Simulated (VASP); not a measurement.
# MnSi (rocksalt type) (Fm-3m) in VASP: a series of runs

Runs on MnSi (rocksalt type). Level: LDA. Tasks: single point.

Program: VASP 6.6.1. These are calculated values, not measurements. Logs are shortened: lines on timing, memory, paths and dates and some standing lists are left out, and cuts for length are marked.

### 1 The cell of the first run

Symmetry: Fm-3m, No. 225, cubic system. The conventional cell has a = 4.059 Å, b = 4.059 Å, c = 4.059 Å, α = 90.00°, β = 90.00°, γ = 90.00°. Within 2.7 Å of Mn (site symmetry m-3m) lie 6 Si at 2.03 Å. Within 2.7 Å of Si (site symmetry m-3m) lie 6 Mn at 2.03 Å.

### 2 Single point, LDA, collinear spin, ferromagnetic start

The input, INCAR:

```
ALGO = Normal
EDIFF = 1E-6
ENCUT = 520
ISIF = 2
ISMEAR = -1
ISPIN = 2
LASPH = True
LCHARG = True
LELF = True
LMAXMIX = 4
LORBIT = 11
LREAL = False
LVHAR = True
LWAVE = False
MAGMOM = 3 0
NBANDS = 20
NELM = 150
PREC = Accurate
SIGMA = 0.1
```

The input, KPOINTS:

```
k-points
0
Gamma
  16 16 16
```

The input, POSCAR:

```
MnSi
1.0
    0.0000000000      2.0293964908      2.0293964908
    2.0293964908      0.0000000000      2.0293964908
    2.0293964908      2.0293964908      0.0000000000
Mn Si
1 1
Direct
    0.0000000000      0.0000000000      0.0000000000
    0.5000000000      0.5000000000      0.5000000000
```

Potentials or basis: VASP PAW LDA potentials, release 64 (Mn_pv, Si).

Command:

```sh
cat potpaw_LDA.64/Mn_pv/POTCAR potpaw_LDA.64/Si/POTCAR > POTCAR
mpirun -np 1 vasp_std > vasp.out
```

OUTCAR:

```text
EDIFF = 1E-6
   ENCUT = 520
   ISIF = 2
   ISMEAR = -1
   ISPIN = 2
   LASPH = True
   LORBIT = 11
   LREAL = False
   NELM = 150
   PREC = Accurate

 ion  position               nearest neighbor table
   1  0.000  0.000  0.000-   2 2.03   2 2.03   2 2.03   2 2.03   2 2.03   2 2.03
   2  0.500  0.500  0.500-   1 2.03   1 2.03   1 2.03   1 2.03   1 2.03   1 2.03

  LATTYP: Found a face centered cubic cell.
 ALAT       =     4.0587929816

  Lattice vectors:

 A1 = (   0.0000000000,   2.0293964908,   2.0293964908)
 A2 = (   2.0293964908,   0.0000000000,   2.0293964908)
 A3 = (   2.0293964908,   2.0293964908,   0.0000000000)

Analysis of symmetry for initial positions (statically):
=====================================================================
 Subroutine PRICEL returns:
 Original cell was already a primitive cell.

 Routine SETGRP: Setting up the symmetry group for a
 face centered cubic supercell.

 Subroutine GETGRP returns: Found 48 space group operations
 (whereof 48 operations were pure point group operations)
 out of a pool of 48 trial point group operations.

The static configuration has the point symmetry O_h .

Analysis of symmetry for dynamics (positions and initial velocities):
=====================================================================
 Subroutine PRICEL returns:
 Original cell was already a primitive cell.

 Routine SETGRP: Setting up the symmetry group for a
 face centered cubic supercell.

 Subroutine GETGRP returns: Found 48 space group operations
 (whereof 48 operations were pure point group operations)
 out of a pool of 48 trial point group operations.

The dynamic configuration has the point symmetry O_h .

Analysis of structural, dynamic, and magnetic symmetry:
=====================================================================
 Subroutine PRICEL returns:
 Original cell was already a primitive cell.

 Routine SETGRP: Setting up the symmetry group for a
 face centered cubic supercell.

 Subroutine GETGRP returns: Found 48 space group operations
 (whereof 48 operations were pure point group operations)
 out of a pool of 48 trial point group operations.

The overall configuration has the point symmetry O_h .

 Subroutine INISYM returns: Found 48 space group operations
 (whereof 48 operations are pure point group operations),
 and found     1 'primitive' translations

----------------------------------------------------------------------------------------

                                     Primitive cell

  volume of cell :      16.7159

  direct lattice vectors                    reciprocal lattice vectors
     0.000000000  2.029396491  2.029396491    -0.246378666  0.246378666  0.246378666
     2.029396491  0.000000000  2.029396491     0.246378666 -0.246378666  0.246378666
     2.029396491  2.029396491  0.000000000     0.246378666  0.246378666 -0.246378666

  length of vectors
     2.870000041  2.870000041  2.870000041     0.426740367  0.426740367  0.426740367

  position of ions in fractional coordinates (direct lattice)
     0.000000000  0.000000000  0.000000000
     0.500000000  0.500000000  0.500000000

  ion indices of the primitive-cell ions
   primitive index   ion index
                 1           1
                 2           2

----------------------------------------------------------------------------------------

 KPOINTS: k-points

Automatic generation of k-mesh.
 Grid dimensions read from file:
 generate k-points for:   16   16   16

 Generating k-lattice:

  Cartesian coordinates                     Fractional coordinates (reciprocal lattice)
    -0.015398667  0.015398667  0.015398667     0.062500000  0.000000000  0.000000000
     0.015398667 -0.015398667  0.015398667     0.000000000  0.062500000  0.000000000
     0.015398667  0.015398667 -0.015398667     0.000000000  0.000000000  0.062500000

  Length of vectors
     0.026671273  0.026671273  0.026671273

  Shift w.r.t. Gamma in fractional coordinates (k-lattice)
     0.000000000  0.000000000  0.000000000

 Subroutine IBZKPT returns following result:
 ===========================================

 Found    145 irreducible k-points:

 Following reciprocal coordinates:
            Coordinates               Weight
  0.000000  0.000000  0.000000      1.000000
  0.062500  0.000000  0.000000      8.000000
  0.125000  0.000000  0.000000      8.000000
  0.187500  0.000000  0.000000      8.000000
  0.250000  0.000000  0.000000      8.000000
  0.312500  0.000000  0.000000      8.000000
[... 16 lines left out ...]
 -0.125000  0.062500  0.000000     24.000000
 -0.062500  0.062500  0.000000     12.000000
 [... further k-points ...]
   k-points           NKPTS =    145   k-points in BZ     NKDIM =    145   number of bands    NBANDS=     20
   number of dos      NEDOS =    301   number of ions     NIONS =      2
   total plane-waves  NPLWV =  13824
   dimension x,y,z NGX =    24 NGY =   24 NGZ =   24
   dimension x,y,z NGXF=    48 NGYF=   48 NGZF=   48
   ions per type =               1   1
   NGX,Y,Z   is equivalent  to a cutoff of  13.90, 13.90, 13.90 a.u.
   NGXF,Y,Z  is equivalent  to a cutoff of  27.80, 27.80, 27.80 a.u.
 SYSTEM =  unknown system
   PREC   = accura    normal or accurate (medium, high low for compatibility)
   ISTART =      0    job   : 0-new  1-cont  2-samecut
   ICHARG =      2    charge: 1-file 2-atom 10-const
   ISPIN  =      2    spin polarized calculation?
   LNONCOLLINEAR =      F non collinear calculations
   LSORBIT =      F    spin-orbit coupling
   LASPH  =      T    aspherical Exc in radial PAW
   ENCUT  =  520.0 eV  38.22 Ry    6.18 a.u.   5.34  5.34  5.34*2*pi/ulx,y,z
   NELM   =    150;   NELMIN=  2; NELMDL= -5     # of ELM steps
   EDIFF  = 0.1E-05   stopping-criterion for ELM
   LREAL  =      F    real-space projection
   EDIFFG = 0.1E-04   stopping-criterion for IOM
   NSW    =      0    number of steps for IOM
   IBRION =     -1    ionic relax: 0-MD 1-quasi-New 2-CG
   NFREE  =      0    steps in history (QN), initial steepest desc. (CG)
   ISIF   =      2    stress and relaxation
   ISYM   =      2    0-nonsym 1-usesym 2-fastsym
   POTIM  = 0.5000    time-step for ionic-motion
   TEBEG  =    0.0;   TEEND  =   0.0 temperature during run
   PSTRESS=    0.0 pullay stress
   NELECT =      17.0000    total number of electrons
   NUPDOWN=      -1.0000    fix difference up-down
   EMIN   =  10.00;   EMAX   =-10.00  energy-range for DOS
   EFERMI =   0.00;   METHOD = LEGACY
   ISMEAR =    -1;   SIGMA  =   0.10  broadening in eV -4-tet -1-fermi 0-gaus
   EFERMI_NEDOS =   21; number of points for ismear=-14 and -15
   IALGO  =     38    algorithm
   IMIX   =      4    mixing-type and parameters
     AMIX     =   0.40;   BMIX     =  1.00
     AMIX_MAG =   1.60;   BMIX_MAG =  1.00
  volume/ion in A,a.u.               =       8.36        56.40
  Fermi-wavevector in a.u.,A,eV,Ry     =   1.646320  3.111094 36.876813  2.710369
  Thomas-Fermi vector in A             =   2.735968
   LORBIT       =     11    0 simple, 1 ext, 2 COOP (PROOUT), +10 PAW based schemes
   GGA     = CA    functional components
   LHFCALC =     F    Hartree Fock is set to
   AEXX    =    0.0000 exact exchange contribution
   IVDW    =     0    specifies the selected vdW correction
   LEPSILON=     F    determine dielectric tensor
   LRPA    =     F    only Hartree local field effects (RPA)
 spin polarized calculation
  energy-cutoff  :      520.00
  volume of cell :       16.72
 maximum number of plane-waves:       464
 NGX is ok and might be reduce to    24
   NGX = 11   NGY = 11   NGZ = 11

 number of electron      16.9999992 magnetization       0.0021376

 Free energy of the ion-electron system (eV)
  ---------------------------------------------------
  ext. energy  EPLUGINS =         0.00000000
  ---------------------------------------------------
  free energy    TOTEN  =       -12.85921551 eV

  energy without entropy =      -12.78717967  energy(sigma->0) =      -12.82319759

 E-fermi :  16.4886     XC(G=0): -14.6573

 val. band max:       16.4821576462   @ k =   0.5000   0.3125   0.0625
 cond. band min:      16.4887831589   @ k =  -0.3125   0.1875   0.0625
 fundamental gap:      0.0066255127
 Fermi energy:        16.4885903050

 spin component 1

 k-point     1 :       0.0000    0.0000    0.0000
  band No.  band energies     occupation
      1     -30.8569      1.00000
      2     -30.8569      1.00000
      3     -30.8569      1.00000
      4       1.3995      1.00000
      5      13.3887      1.00000
      6      13.3887      1.00000
[... 12 lines left out ...]
     19      40.0657      0.00000
     20      40.4292      0.00000
[... 507 lines left out ...]
 k-point    24 :      -0.0625    0.0625    0.0000
  band No.  band energies     occupation
      1     -30.8832      1.00000
      2     -30.8645      1.00000
      3     -30.8597      1.00000
      4       1.7086      1.00000
      5      13.0803      1.00000
      6      13.4019      1.00000
[... 12 lines left out ...]
     19      40.0993      0.00000
     20      41.3425      0.00000

 [... further k-points ...]

 spin component 2

 k-point     1 :       0.0000    0.0000    0.0000
  band No.  band energies     occupation
      1     -30.8549      1.00000
      2     -30.8549      1.00000
      3     -30.8549      1.00000
      4       1.3998      1.00000
      5      13.3902      1.00000
      6      13.3902      1.00000
[... 12 lines left out ...]
     19      40.0659      0.00000
     20      40.4298      0.00000
[... 507 lines left out ...]
 k-point    24 :      -0.0625    0.0625    0.0000
  band No.  band energies     occupation
      1     -30.8811      1.00000
      2     -30.8625      1.00000
      3     -30.8576      1.00000
      4       1.7088      1.00000
      5      13.0817      1.00000
      6      13.4033      1.00000
[... 12 lines left out ...]
     19      40.0996      0.00000
     20      41.3433      0.00000

 [... further k-points ...]

------------------------ aborting loop because EDIFF is reached ----------------------------------------

  FORCE on cell =-STRESS in cart. coord.  units (eV):
  Direction    XX          YY          ZZ          XY          YZ          ZX
  --------------------------------------------------------------------------------------
  -------------------------------------------------------------------------------------
  Total       15.9770838     15.9770838     15.9770838      0.0000000      0.0000000      0.0000000
  in kB     1531.3603029   1531.3603029   1531.3603029      0.0000000      0.0000000      0.0000000
  external PRESSURE =    1531.3603029 kB  Pullay stress =       0.0000000 kB

 VOLUME and BASIS-vectors are now :
 -----------------------------------------------------------------------------
  energy-cutoff  :      520.00
  volume of cell :       16.72
      direct lattice vectors                 reciprocal lattice vectors
     0.000000000  2.029396491  2.029396491    -0.246378666  0.246378666  0.246378666
     2.029396491  0.000000000  2.029396491     0.246378666 -0.246378666  0.246378666
     2.029396491  2.029396491  0.000000000     0.246378666  0.246378666 -0.246378666

 POSITION                                       TOTAL-FORCE (eV/Angst)
 -----------------------------------------------------------------------------------
      0.00000      0.00000      0.00000         0.000000      0.000000     -0.000000
      2.02940      2.02940      2.02940        -0.000000     -0.000000      0.000000
 -----------------------------------------------------------------------------------
    total drift:                                0.000000     -0.000000     -0.000000

  FREE ENERGIE OF THE ION-ELECTRON SYSTEM (eV)
  ---------------------------------------------------
  free  energy   TOTEN  =       -12.8592155104 eV

  energy  without entropy=      -12.7871796681  energy(sigma->0) =      -12.82319759

 total charge

# of ion       s       p       d       tot
------------------------------------------
    1        0.422   6.549   6.162  13.133
    2        0.881   1.202   0.000   2.083
--------------------------------------------------
tot          1.303   7.751   6.162  15.217

 magnetization (x)

# of ion       s       p       d       tot
------------------------------------------
    1        0.000   0.000   0.002   0.002
    2       -0.000  -0.000   0.000  -0.000
--------------------------------------------------
tot          0.000  -0.000   0.002   0.002
```

It took 76 s on 1 thread of AMD EPYC 9R45 (Zen 5), shared host; peak memory 0.16 GiB.

What came out:

```yaml
Free_energy: -12.8592 eV
Pressure: 153.1 GPa
Net_moment: 0.00 μB per cell
Valence_electrons_inside_the_program's_atomic_spheres: Mn 13.13; Si 2.08
```

Caveat: the starting moments collapsed, and a magnetic state may lie lower.

### 3 Single point, LDA, collinear spin, ferromagnetic start

The input, INCAR:

```
SYSTEM = MnSi
ALGO = Normal
EDIFF = 1E-6
ENCUT = 520
GGA = CA
ISIF = 2
ISMEAR = -1
ISPIN = 2
LASPH = .TRUE.
LCHARG = .FALSE.
LMAXMIX = 4
LORBIT = 11
LREAL = .FALSE.
LWAVE = .FALSE.
MAGMOM = 3 0
NBANDS = 20
NELM = 150
PREC = Accurate
SIGMA = 0.1
```

The input, KPOINTS:

```
k-points
0
G
  16 16 16
  0 0 0
```

POSCAR is that of step 2.

Potentials or basis: VASP PAW LDA potentials, release 64 (Mn_pv, Si).

Command:

```sh
cat potpaw_LDA.64/Mn_pv/POTCAR potpaw_LDA.64/Si/POTCAR > POTCAR
mpirun -np 1 vasp_std > vasp.out
```

Run time: 43 s. Hardware: 1 thread of Intel Xeon 6975P-C (Granite Rapids), shared host; peak memory 0.19 GiB.

Results (log left out):

```yaml
Free_energy: -12.8592 eV
Pressure: 153.1 GPa
Net_moment: 0.00 μB per cell
Valence_electrons_inside_the_program's_atomic_spheres: Mn 13.13; Si 2.08
```

Levels at points of the mesh, in eV from the Fermi level:
Spin up:
| k point | band 7 | band 8 | band 9 | band 10 | band 11 | band 12 |
| --- | --- | --- | --- | --- | --- | --- |
| (0.00, 0.00, 0.00) | -3.10 | -2.42 | -2.42 | 7.08 | 7.08 | 7.08 |
| (0.50, 0.00, 0.00) | -4.39 | -0.17 | -0.17 | 1.78 | 8.11 | 8.67 |
| (0.50, 0.50, 0.00) | -1.23 | 0.41 | 0.41 | 0.94 | 0.94 | 2.71 |
Spin down:
```
           k point  band 6  band 7  band 8  band 9  band 10  band 11  band 12  band 13
(0.00, 0.00, 0.00)   -3.10   -3.10   -2.42   -2.42     7.08     7.08     7.08    11.85
(0.50, 0.00, 0.00)   -4.39   -4.39   -0.17   -0.17     1.78     8.11     8.67     8.67
(0.50, 0.50, 0.00)   -5.88   -1.23    0.41    0.41     0.94     0.94     2.71    10.65
```

Caveat: the starting moments collapsed, and a magnetic state may lie lower.
